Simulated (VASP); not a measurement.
Here is a VASP 6.6.1 calculation.

File INCAR:

```
PREC = Accurate ; ENCUT = 500
EDIFF = 1E-6 ; ISMEAR = 0
SIGMA = 0.02 ; LREAL = F
LASPH = T ; NELM = 120
ALGO = Normal ; ISIF = 2
LWAVE = F ; LCHARG = F
GGA = PE ; NBANDS = 11
GGA_COMPAT = F
```

KPOINTS

```
Automatic mesh
0
Gamma
  8 8 8
```

Contents of POSCAR:

```
NaH
1.0
    0.0000000000      2.4162959256      2.4162959256
    2.4162959256      0.0000000000      2.4162959256
    2.4162959256      2.4162959256      0.0000000000
Na H
1 1
Direct
    0.0000000000      0.0000000000      0.0000000000
    0.5000000000      0.5000000000      0.5000000000
```

Potentials or basis: VASP PAW PBE potentials, release 64 (Na_pv, H).

Launch:

```sh
$ cat potpaw_PBE.64/Na_pv/POTCAR potpaw_PBE.64/H/POTCAR > POTCAR
$ mpirun -np 1 vasp_std > vasp.out
```

(1) Predict the pressure.

(2) Estimate the band gap on the k mesh.

Answers

(1) -0.1 GPa.

(2) 3.76 eV (least direct gap 4.62 eV).
